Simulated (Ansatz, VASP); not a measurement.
# Two plane-wave programs on SiO2

```
CELL_PARAMETERS angstrom
4.25938 0.00000 0.00000
0.00000 4.25938 0.00000
0.00000 0.00000 2.87295
ATOMIC_POSITIONS crystal
Si 0.50000 0.50000 0.50000
Si 0.00000 0.00000 0.00000
O 0.69301 0.69301 0.00000
O 0.19301 0.80699 0.50000
O 0.30699 0.30699 0.00000
O 0.80699 0.19301 0.50000
```

Alike in both runs: task single point; functional PBE; k mesh 6 × 6 × 10; occupations gaussian, width 0.05 eV; no spin polarisation.

|  | VASP | Ansatz |
| --- | --- | --- |
| version | VASP 6.6.1 | Ansatz 0.2.0 |
| potentials or method | VASP PAW PBE potentials, release 64 (Si, O), cutoff 520 eV | scalar-relativistic, plane waves, PAW |
| valence electrons in the cell | 32 | 32 |

```csv
,VASP,Ansatz,Ansatz less VASP
gap on the k mesh at the Fermi level (eV),3.51,3.53,+0.022
least direct gap on the mesh (eV),3.51,3.53,+0.022
pressure (GPa),-21.1,-21.4,-0.23
"traceless stress, the component that is largest in VASP (GPa)",-16.39,-16.67,-0.276
rms of the force components (eV/Å),0.041,0.038,-0.0028
```

Atom by atom the forces differ by 0.003 eV/Å (rms over components). The functional is the same, so the differences come from potentials, cutoffs and numerics.
